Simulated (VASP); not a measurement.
A run of VASP 6.6.1 is set up as follows.

File INCAR:

```
  ALGO = Normal
  EDIFF = 1E-6
  ENCUT = 520
  GGA = PE
  ISIF = 2
  ISMEAR = 0
  LASPH = T
  LCHARG = T
  LELF = T
  LREAL = Auto
  LVHAR = T
  LWAVE = F
  NBANDS = 70
  NELM = 100
  PREC = Accurate
  SIGMA = 0.05
```

The input KPOINTS:

```
k-points
0
Gamma
  1 1 8
```

POSCAR

```
HC6
1.0
   24.5000000000      0.0000000000      0.0000000000
    0.0000000000      9.3000000000      0.0000000000
    0.0000000000      0.0000000000      4.2914482371
C H
24 4
Direct
    0.7754402328      0.5000000000      0.3400816841
    0.6761457912      0.5000000000      0.3333221718
    0.7263457542      0.5000000000      0.8319459661
    0.5754128672      0.5000000000      0.3327452709
    0.6255868688      0.5000000000      0.8339129482
    0.4747799923      0.5000000000      0.3335816892
    0.5252200077      0.5000000000      0.8335816892
    0.3744131312      0.5000000000      0.3339129482
    0.4245871328      0.5000000000      0.8327452709
    0.2736542458      0.5000000000      0.3319459661
    0.3238542088      0.5000000000      0.8333221718
    0.2245597672      0.5000000000      0.8400816841
    0.7263457542      0.5000000000      0.1680540339
    0.7754402328      0.5000000000      0.6599183159
    0.6255868688      0.5000000000      0.1660870518
    0.6761457912      0.5000000000      0.6666778282
    0.5252200077      0.5000000000      0.1664183108
    0.5754128672      0.5000000000      0.6672547291
    0.4245871328      0.5000000000      0.1672547291
    0.4747799923      0.5000000000      0.6664183108
    0.3238542088      0.5000000000      0.1666778282
    0.3744131312      0.5000000000      0.6660870518
    0.2245597672      0.5000000000      0.1599183159
    0.2736542458      0.5000000000      0.6680540339
    0.8145588197      0.5000000000      0.2204417146
    0.1854411803      0.5000000000      0.7204417146
    0.8145588197      0.5000000000      0.7795582854
    0.1854411803      0.5000000000      0.2795582854
```

Potentials or basis: VASP PAW PBE potentials, release 64 (C, H).

Launch:

```bash
$ cat potpaw_PBE.64/C/POTCAR potpaw_PBE.64/H/POTCAR > POTCAR
$ mpirun -np 1 vasp_std > vasp.out
```

(1) Predict the band gap on the k mesh.

(2) Predict the largest force.

Answers

(1) 0.62 eV.

(2) 0.028 eV/Å.
